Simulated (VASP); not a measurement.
The system is KCl.

```
K Cl
1.0
     0.00000    3.14485    3.14485
     3.23919    0.00000    3.14485
     3.23919    3.14485    0.00000
K Cl
1 1
Direct
  0.00000 0.00000 0.00000
  0.50000 0.50000 0.50000
```

This cell differs from its parent crystal: uniaxial x strain +3.0%.

Base run:

- Program: VASP 6.6.1
- Functional: PBE
- Potentials or basis: VASP PAW PBE potentials, release 64 (K_sv, Cl)
- Cutoff: 520 eV
- k mesh: 8 × 8 × 8
- Occupations: fermi-dirac, width 0.02 eV
- Spin: no spin polarisation

Its results: band gap on the k mesh 5.08 eV, direct; pressure 0.3 GPa.

**Question.** The run is repeated on the same cell with these changes: functional from PBE to r2SCAN; occupations from fermi-dirac, width 0.02 eV to gaussian, width 0.01 eV. What comes out?

**Answer.** Band gap on the k mesh 5.72 eV, direct; pressure -0.5 GPa.

Caveats: the PAW data sets were made with another functional, which shifts forces and pressure a little (some runs).

A k mesh can miss the band edges.
